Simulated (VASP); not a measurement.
# BaHfO3 in VASP: notebook

BaHfO3 is run at these levels: PBE+D3(BJ); tasks: single point, relaxation of cell and atoms.

Program: VASP 6.6.1. These are calculated values, not measurements. Logs are shortened: lines on timing, memory, paths and dates and some standing lists are left out, and cuts for length are marked.

## (1) The cell of the first run

The structure is cubic, space group Pm-3m (No. 221). Conventional cell: a = 4.183 Å, b = 4.183 Å, c = 4.183 Å, α = 90.00°, β = 90.00°, γ = 90.00°. Ba (site symmetry m-3m) has 12 O at 2.96 Å and 8 Hf at 3.62 Å within 3.9 Å. Hf (site symmetry m-3m) has 6 O at 2.09 Å within 2.8 Å. O (site symmetry 4/mmm) has 2 Hf at 2.09 Å within 2.8 Å.

## (2) Single point, PBE+D3(BJ)

INCAR reads:

```
PREC = Accurate
ENCUT = 520
EDIFF = 1E-7
ISMEAR = 0
SIGMA = 0.02
LREAL = False
LASPH = True
NELM = 100
ALGO = Normal
ISIF = 2
LWAVE = False
LCHARG = True
GGA = PE
IVDW = 12
LELF = True
LVHAR = True
NBANDS = 27
```

KPOINTS reads:

```
regular mesh
0
Gamma
  6 6 6
```

POSCAR reads:

```
BaHfO3
1.0
    4.1833901970      0.0000000000      0.0000000000
    0.0000000000      4.1833901970      0.0000000000
    0.0000000000      0.0000000000      4.1834000015
Ba Hf O
1 1 3
Direct
    0.5000000000      0.5000000000      0.9980021071
    0.0000000000      0.0000000000      0.4980037003
    0.0000000000      0.5000000000      0.4980058109
    0.5000000000      0.0000000000      0.4980058109
    0.0000000000      0.0000000000      0.9980043308
```

Potentials or basis: VASP PAW PBE potentials, release 64 (Ba_sv, Hf_pv, O).

Run with:

```console
cat potpaw_PBE.64/Ba_sv/POTCAR potpaw_PBE.64/Hf_pv/POTCAR potpaw_PBE.64/O/POTCAR > POTCAR
mpirun -np 1 vasp_std > vasp.out
```

OUTCAR:

```text
PREC = Accurate
   ENCUT = 520
   EDIFF = 1E-7
   ISMEAR = 0
   LREAL = False
   LASPH = True
   NELM = 100
   ISIF = 2
   GGA = PE
   IVDW = 12
 IVDW          = 12

 ion  position               nearest neighbor table
   1  0.500  0.500  0.998-   3 2.96   4 2.96   4 2.96   3 2.96   5 2.96   5 2.96   5 2.96   5 2.96
                             3 2.96   4 2.96   4 2.96   3 2.96   2 3.62   2 3.62   2 3.62   2 3.62
   2  0.000  0.000  0.498-   3 2.09   4 2.09   3 2.09   4 2.09   5 2.09   5 2.09   1 3.62   1 3.62
                             1 3.62   1 3.62   1 3.62   1 3.62   1 3.62   1 3.62
   3  0.000  0.500  0.498-   2 2.09   2 2.09   1 2.96   1 2.96   1 2.96   1 2.96
   4  0.500  0.000  0.498-   2 2.09   2 2.09   1 2.96   1 2.96   1 2.96   1 2.96
   5  0.000  0.000  0.998-   2 2.09   2 2.09   1 2.96   1 2.96   1 2.96   1 2.96

  LATTYP: Found a simple cubic cell.
 ALAT       =     4.1833901970

  Lattice vectors:

 A1 = (   4.1833901970,   0.0000000000,   0.0000000000)
 A2 = (   0.0000000000,   4.1833901970,   0.0000000000)
 A3 = (   0.0000000000,   0.0000000000,   4.1834000015)

Analysis of symmetry for initial positions (statically):
=====================================================================
 Subroutine PRICEL returns:
 Original cell was already a primitive cell.

 Routine SETGRP: Setting up the symmetry group for a
 simple cubic supercell.

 Subroutine GETGRP returns: Found 48 space group operations
 (whereof  8 operations were pure point group operations)
 out of a pool of 48 trial point group operations.

The static configuration has the point symmetry C_4v.
 The point group associated with its full space group is O_h .

Analysis of symmetry for dynamics (positions and initial velocities):
=====================================================================
 Subroutine PRICEL returns:
 Original cell was already a primitive cell.

 Routine SETGRP: Setting up the symmetry group for a
 simple cubic supercell.

 Subroutine GETGRP returns: Found 48 space group operations
 (whereof  8 operations were pure point group operations)
 out of a pool of 48 trial point group operations.

The dynamic configuration has the point symmetry C_4v.
 The point group associated with its full space group is O_h .

 Subroutine INISYM returns: Found 48 space group operations
 (whereof  8 operations are pure point group operations),
 and found     1 'primitive' translations

----------------------------------------------------------------------------------------

                                     Primitive cell

  volume of cell :      73.2127

  direct lattice vectors                    reciprocal lattice vectors
     4.183390197  0.000000000  0.000000000     0.239040575  0.000000000  0.000000000
     0.000000000  4.183390197  0.000000000     0.000000000  0.239040575  0.000000000
     0.000000000  0.000000000  4.183400001     0.000000000  0.000000000  0.239040015

  length of vectors
     4.183390197  4.183390197  4.183400001     0.239040575  0.239040575  0.239040015

  position of ions in fractional coordinates (direct lattice)
     0.500000000  0.500000000  0.998002107
     0.000000000  0.000000000  0.498003700
     0.000000000  0.500000000  0.498005811
     0.500000000  0.000000000  0.498005811
     0.000000000  0.000000000  0.998004331

  ion indices of the primitive-cell ions
   primitive index   ion index
                 1           1
                 2           2
                 3           3
                 4           4
                 5           5

----------------------------------------------------------------------------------------

 KPOINTS: regular mesh

Automatic generation of k-mesh.
 Grid dimensions read from file:
 generate k-points for:    6    6    6

 Generating k-lattice:

  Cartesian coordinates                     Fractional coordinates (reciprocal lattice)
     0.039840096  0.000000000  0.000000000     0.166666667  0.000000000  0.000000000
     0.000000000  0.039840096  0.000000000     0.000000000  0.166666667  0.000000000
     0.000000000  0.000000000  0.039840003     0.000000000  0.000000000  0.166666667

  Length of vectors
     0.039840096  0.039840096  0.039840003

  Shift w.r.t. Gamma in fractional coordinates (k-lattice)
     0.000000000  0.000000000  0.000000000

 Subroutine IBZKPT returns following result:
 ===========================================

 Found     20 irreducible k-points:

 Following reciprocal coordinates:
            Coordinates               Weight
  0.000000  0.000000  0.000000      1.000000
  0.166667  0.000000  0.000000      6.000000
  0.333333  0.000000  0.000000      6.000000
  0.500000  0.000000  0.000000      3.000000
  0.166667  0.166667  0.000000     12.000000
  0.333333  0.166667  0.000000     24.000000
[... 12 lines left out ...]
  0.500000  0.500000  0.333333      6.000000
  0.500000  0.500000  0.500000      1.000000
   k-points           NKPTS =     20   k-points in BZ     NKDIM =     20   number of bands    NBANDS=     27
   number of dos      NEDOS =    301   number of ions     NIONS =      5
   total plane-waves  NPLWV =  32768
   dimension x,y,z NGX =    32 NGY =   32 NGZ =   32
   dimension x,y,z NGXF=    64 NGYF=   64 NGZF=   64
   ions per type =               1   1   3
   NGX,Y,Z   is equivalent  to a cutoff of  12.72, 12.72, 12.72 a.u.
   NGXF,Y,Z  is equivalent  to a cutoff of  25.43, 25.43, 25.43 a.u.
 SYSTEM =  unknown system
   PREC   = accura    normal or accurate (medium, high low for compatibility)
   ISTART =      0    job   : 0-new  1-cont  2-samecut
   ICHARG =      2    charge: 1-file 2-atom 10-const
   ISPIN  =      1    spin polarized calculation?
   LNONCOLLINEAR =      F non collinear calculations
   LSORBIT =      F    spin-orbit coupling
   LASPH  =      T    aspherical Exc in radial PAW
   ENCUT  =  520.0 eV  38.22 Ry    6.18 a.u.   7.78  7.78  7.78*2*pi/ulx,y,z
   NELM   =    100;   NELMIN=  2; NELMDL= -5     # of ELM steps
   EDIFF  = 0.1E-06   stopping-criterion for ELM
   LREAL  =      F    real-space projection
   EDIFFG = 0.1E-05   stopping-criterion for IOM
   NSW    =      0    number of steps for IOM
   IBRION =     -1    ionic relax: 0-MD 1-quasi-New 2-CG
   NFREE  =      0    steps in history (QN), initial steepest desc. (CG)
   ISIF   =      2    stress and relaxation
   ISYM   =      2    0-nonsym 1-usesym 2-fastsym
   POTIM  = 0.5000    time-step for ionic-motion
   TEBEG  =    0.0;   TEEND  =   0.0 temperature during run
   PSTRESS=    0.0 pullay stress
   NELECT =      38.0000    total number of electrons
   NUPDOWN=      -1.0000    fix difference up-down
   EMIN   =  10.00;   EMAX   =-10.00  energy-range for DOS
   EFERMI =   0.00;   METHOD = LEGACY
   ISMEAR =     0;   SIGMA  =   0.02  broadening in eV -4-tet -1-fermi 0-gaus
   EFERMI_NEDOS =   21; number of points for ismear=-14 and -15
   IALGO  =     38    algorithm
   IMIX   =      4    mixing-type and parameters
     AMIX     =   0.40;   BMIX     =  1.00
     AMIX_MAG =   1.60;   BMIX_MAG =  1.00
  volume/ion in A,a.u.               =      14.64        98.81
  Fermi-wavevector in a.u.,A,eV,Ry     =   1.315651  2.486220 23.550830  1.730937
  Thomas-Fermi vector in A             =   2.445818
   LORBIT       =      0    0 simple, 1 ext, 2 COOP (PROOUT), +10 PAW based schemes
   GGA     = PE    functional components
   LHFCALC =     F    Hartree Fock is set to
   AEXX    =    0.0000 exact exchange contribution
   IVDW    =    12    specifies the selected vdW correction
   LEPSILON=     F    determine dielectric tensor
   LRPA    =     F    only Hartree local field effects (RPA)
 non-spin polarized calculation
 Gauss-broadening in eV      SIGMA  =   0.02
  energy-cutoff  :      520.00
  volume of cell :       73.21
 maximum number of plane-waves:      2000
 NGX is ok and might be reduce to    32
   NGX = 15   NGY = 15   NGZ = 15

 number of electron      38.0000002 magnetization

 Free energy of the ion-electron system (eV)
  ---------------------------------------------------
  ext. energy  EPLUGINS =         0.00000000
  ---------------------------------------------------
  free energy    TOTEN  =       -43.55143946 eV

  energy without entropy =      -43.55143946  energy(sigma->0) =      -43.55143946

 E-fermi :   2.5196     XC(G=0): -10.8003

 val. band max:        2.4140068537   @ k =   0.5000   0.5000   0.5000
 cond. band min:       5.9813319176   @ k =   0.0000   0.0000   0.0000
 fundamental gap:      3.5673250639
 Fermi energy:         2.5195601247

 k-point     1 :       0.0000    0.0000    0.0000
  band No.  band energies     occupation
      1     -26.4078      2.00000
      2     -26.4078      2.00000
      3     -26.4077      2.00000
      4     -22.8604      2.00000
      5     -14.2471      2.00000
      6     -13.7107      2.00000
[... 19 lines left out ...]
     26      10.8449      0.00000
     27      10.8449      0.00000

 k-point     2 :       0.1667    0.0000    0.0000
  band No.  band energies     occupation
      1     -26.4405      2.00000
      2     -26.4068      2.00000
      3     -26.4068      2.00000
      4     -22.8426      2.00000
      5     -14.2307      2.00000
      6     -13.7050      2.00000
[... 19 lines left out ...]
     26      10.8237      0.00000
     27      10.8451      0.00000

 k-point     3 :       0.3333    0.0000    0.0000
  band No.  band energies     occupation
      1     -26.5045      2.00000
      2     -26.4048      2.00000
      3     -26.4048      2.00000
      4     -22.8072      2.00000
      5     -14.2935      2.00000
      6     -13.6929      2.00000
[... 474 lines left out ...]
      1     -26.5226      2.00000
      2     -26.5226      2.00000
      3     -26.4915      2.00000
      4     -22.7321      2.00000
      5     -13.2653      2.00000
      6     -13.0483      2.00000
[... 19 lines left out ...]
     26      11.0219      0.00000
     27      11.7457      0.00000

 k-point    20 :       0.5000    0.5000    0.5000
  band No.  band energies     occupation
      1     -26.5213      2.00000
      2     -26.5213      2.00000
      3     -26.5213      2.00000
      4     -22.7227      2.00000
      5     -13.0175      2.00000
      6     -13.0175      2.00000
[... 19 lines left out ...]
     26      11.6227      0.00000
     27      11.6227      0.00000

------------------------ aborting loop because EDIFF is reached ----------------------------------------

 Edisp (eV)   -1.15800

 E8    (eV) :    -0.5492

  FORCE on cell =-STRESS in cart. coord.  units (eV):
  Direction    XX          YY          ZZ          XY          YZ          ZX
  --------------------------------------------------------------------------------------
  -------------------------------------------------------------------------------------
  Total      -0.24627    -0.24627    -0.24627     0.00000     0.00000     0.00000
  in kB      -5.38935    -5.38935    -5.38938     0.00000     0.00000     0.00000
  external pressure =       -5.39 kB  Pullay stress =        0.00 kB

 VOLUME and BASIS-vectors are now :
 -----------------------------------------------------------------------------
  energy-cutoff  :      520.00
  volume of cell :       73.21
      direct lattice vectors                 reciprocal lattice vectors
     4.183390197  0.000000000  0.000000000     0.239040575  0.000000000  0.000000000
     0.000000000  4.183390197  0.000000000     0.000000000  0.239040575  0.000000000
     0.000000000  0.000000000  4.183400001     0.000000000  0.000000000  0.239040015

 POSITION                                       TOTAL-FORCE (eV/Angst)
 -----------------------------------------------------------------------------------
      2.09170      2.09170      4.17504         0.000000     -0.000000     -0.000000
      0.00000      0.00000      2.08335         0.000000     -0.000000     -0.000000
      0.00000      2.09170      2.08336         0.000000      0.000000     -0.000000
      2.09170      0.00000      2.08336        -0.000000     -0.000000      0.000000
      0.00000      0.00000      4.17505        -0.000000      0.000000      0.000000
 -----------------------------------------------------------------------------------
    total drift:                                0.000000      0.000000     -0.051756

  FREE ENERGIE OF THE ION-ELECTRON SYSTEM (eV)
  ---------------------------------------------------
  free  energy   TOTEN  =       -44.7094440824 eV

  energy  without entropy=      -44.7094440824  energy(sigma->0) =      -44.70944408
```

Run time: 23 s. Hardware: 1 thread of AMD EPYC 9R14 (Zen 4), shared host; peak memory 0.18 GiB.

Results:

| Quantity | Value |
| --- | --- |
| Free energy | -44.7094 eV |
| Pressure | -0.5 GPa |
| Band gap on the k mesh | 3.57 eV (least direct gap 3.79 eV) |
| Dispersion energy per atom | -0.232 eV |

Caveat: spin-orbit coupling is left out, which moves the levels of the heavy elements.

[end of part 1 of 2]
